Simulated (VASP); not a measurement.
Cr: single point with PBE

Crystal: Cr.

```xyz
2
Lattice="3.0647 0.0000 0.0000 0.0000 3.0647 0.0000 0.0000 0.0000 3.0647" Properties=species:S:1:pos:R:3 pbc="T T T"
Cr    0.0000    0.0000    0.0000
Cr    1.5324    1.5324    1.5324
```

```yaml
Program: VASP 6.6.1
Task: single point
Functional: PBE
Potentials_or_basis: VASP PAW PBE potentials, release 64 (Cr_pv)
Cutoff: 520 eV
k_mesh: 11 × 11 × 11
Occupations: fermi-dirac, width 0.05 eV
Spin: collinear spin, antiferromagnetic start
Starting_moments: "[-3.0, 3.0] μB"
```

```json
{"Pressure": "-18.2 GPa", "Band gap on the k mesh": "zero (filled and empty bands overlap)", "Net moment": "0.00 μB per cell", "Site moments": "Cr -2.35, +2.35 μB", "Valence electrons inside the program's atomic spheres": "Cr 10.68"}
```

Levels at points of the mesh, in eV from the Fermi level:
Spin up:
```tsv
k point	band 10	band 11	band 12	band 13	band 14	band 15
(0.00, 0.00, 0.00)	-1.00	-1.00	-1.00	1.18	1.18	2.44
```
Spin down:
| k point | band 8 | band 9 | band 10 | band 11 | band 12 | band 13 | band 14 | band 15 | band 16 | band 17 |
| --- | --- | --- | --- | --- | --- | --- | --- | --- | --- | --- |
| (0.00, 0.00, 0.00) | -3.32 | -3.32 | -1.00 | -1.00 | -1.00 | 1.18 | 1.18 | 2.44 | 2.44 | 2.44 |

Wall time 66 s on 1 thread of Intel Xeon 8259CL, with other jobs on the host, peak memory 0.18 GiB.

Caveat: the cell stands under tension; an empty level that is flat over the whole mesh can mark a ghost state of the potentials, or a narrow d or f band.
